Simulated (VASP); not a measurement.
A run of VASP 6.6.1 is set up as follows.

Contents of INCAR:

```
PREC = Accurate ; ENCUT = 520
EDIFF = 1E-7 ; ISMEAR = -1
SIGMA = 0.05 ; LREAL = F
LASPH = T ; NELM = 60
ALGO = Normal ; ISIF = 2
LWAVE = F ; LCHARG = F
GGA = PE ; NBANDS = 16
```

Contents of KPOINTS:

```
regular mesh
0
Gamma
  10 10 7
```

POSCAR

```
TaO
1.0
    2.8748696914      0.0000027067      0.0000000000
   -1.4374371898      2.4897088320      0.0000000000
    0.0000000000      0.0000000000      3.8043254208
Ta O
1 1
Direct
    0.0000000000      0.0000000000      0.5000000000
    0.0000000000      0.0000000000      0.0000000000
```

Potentials or basis: VASP PAW PBE potentials, release 64 (Ta_pv, O).

Launch:

```sh
$ cat potpaw_PBE.64/Ta_pv/POTCAR potpaw_PBE.64/O/POTCAR > POTCAR
$ mpirun -np 1 vasp_std > vasp.out
```

(1) Estimate the band gap on the k mesh.

(2) Estimate the pressure.

Results:

(1) zero (an odd number of electrons rules out a gap without spin polarisation).

(2) 20.7 GPa.

Caveat: the cell stands under pressure; spin-orbit coupling is left out, which moves the levels of the heavy elements; an odd number of electrons without spin polarisation forces a metal; a magnetic or distorted state may lie lower.
